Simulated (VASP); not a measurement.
The system is C.

```
C
1.0
     2.71470    0.00000    0.00000
     0.00000    2.71470    0.00000
     0.00000    0.00000    6.51397
C
10
Direct
  0.50000 0.50000 0.00000
  0.50000 0.50000 0.50000
  0.14224 0.74533 0.63978
  0.85776 0.25467 0.63978
  0.74533 0.85776 0.36022
  0.25467 0.14224 0.36022
  0.14224 0.25467 0.13978
  0.85776 0.74533 0.13978
  0.74533 0.14224 0.86022
  0.25467 0.85776 0.86022
```

| Property | Result |
| --- | --- |
| Program | VASP 6.6.1 |
| Task | relaxation of cell and atoms |
| Functional | PBE |
| Potentials or basis | VASP PAW PBE potentials, release 64 (C) |
| Cutoff | 600 eV |
| k mesh | 6 × 6 × 4 |
| Occupations | gaussian, width 0.1 eV |
| Spin | no spin polarisation |

At the start: pressure 95.8 GPa; volume 4.80 Å³/atom.

**Question.** Where does the relaxation end?

**Answer.** Over 15 steps the energy falls by 485.6 meV/atom and the volume is 5.88 Å³/atom (+22.4 %); space group P-4c2 (No. 116, to 0.05 Å).

Step by step:
| step | energy change (eV) | largest force (eV/Å) | pressure (GPa) | volume (Å³) |
| --- | --- | --- | --- | --- |
| 1 | 0.0000 | 4.4302 | 95.83 | 48.01 |
| 2 | 0.3549 | 5.2025 | -34.61 | 70.37 |
| 3 | -4.2708 | 3.0122 | 7.24 | 57.02 |
| 4 | -4.2896 | 2.8853 | 9.99 | 56.57 |
| 5 | -3.1850 | 2.9392 | -17.95 | 62.73 |
| 6 | -4.7306 | 0.4047 | -5.18 | 58.45 |
| 7 | -4.7336 | 0.4622 | -4.37 | 58.32 |
| 8 | -4.7337 | 0.4870 | -4.12 | 58.28 |
| 9 | -4.8213 | 0.2496 | 5.14 | 57.43 |
| 10 | -4.8223 | 0.2250 | 4.22 | 57.51 |
| 11 | -4.8475 | 0.2017 | 1.40 | 58.25 |
| 12 | -4.8484 | 0.2553 | 0.76 | 58.44 |
| 13 | -4.8499 | 0.2803 | -1.42 | 59.08 |
| 14 | -4.8549 | 0.0795 | -0.45 | 58.78 |
| 15 | -4.8557 | 0.0210 | 0.13 | 58.75 |

Final structure:
```xyz
10
Lattice="2.8624 0.0000 0.0000 0.0000 2.8624 0.0000 0.0000 0.0000 7.1710" Properties=species:S:1:pos:R:3 pbc="T T T"
C     1.4312    1.4312    0.0000
C     1.4312    1.4312    3.5855
C     0.4543    2.0301    4.6642
C     2.4081    0.8323    4.6642
C     2.0301    2.4081    2.5067
C     0.8323    0.4543    2.5067
C     0.4543    0.8323    1.0788
C     2.4081    2.0301    1.0788
C     2.0301    0.4543    6.0922
C     0.8323    2.4081    6.0922
```

Caveat: the volume moved by over 15 % at a fixed basis, so the end points are rough.
